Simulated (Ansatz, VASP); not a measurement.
**SnO: VASP beside Ansatz**

```
CELL_PARAMETERS angstrom
3.79638 0.00000 0.00000
0.00000 3.79638 0.00000
0.00000 0.00000 4.19803
ATOMIC_POSITIONS crystal
Sn 0.00000 0.50000 0.24253
Sn 0.50000 0.00000 0.75747
O 0.00000 0.00000 0.00000
O 0.50000 0.50000 0.00000
```

Alike in both runs: task single point; functional PBEsol; k mesh 12 × 12 × 10; occupations gaussian, width 0.15 eV; no spin polarisation.

```csv
,VASP,Ansatz
version,VASP 6.6.1,Ansatz 0.2.0
potentials or method,"VASP PAW PBE potentials, release 64 (Sn_d, O), cutoff 520 eV","scalar-relativistic, plane waves, PAW"
valence electrons in the cell,40,40
```

Ansatz gave:

| Property | Result |
| --- | --- |
| pressure (GPa) | 13.2 |
| traceless stress, the component that is largest in VASP (GPa) | 2.79 |
| rms of the force components (eV/Å) | 0.836 |

Task: What did VASP give for the same quantities?

Result: Pressure (GPa): 13.7; traceless stress, the component that is largest in VASP (GPa): 2.70; rms of the force components (eV/Å): 0.881.

VASP's potentials were made for PBE, not for PBEsol. Atom by atom the forces differ by 0.045 eV/Å (rms over components).
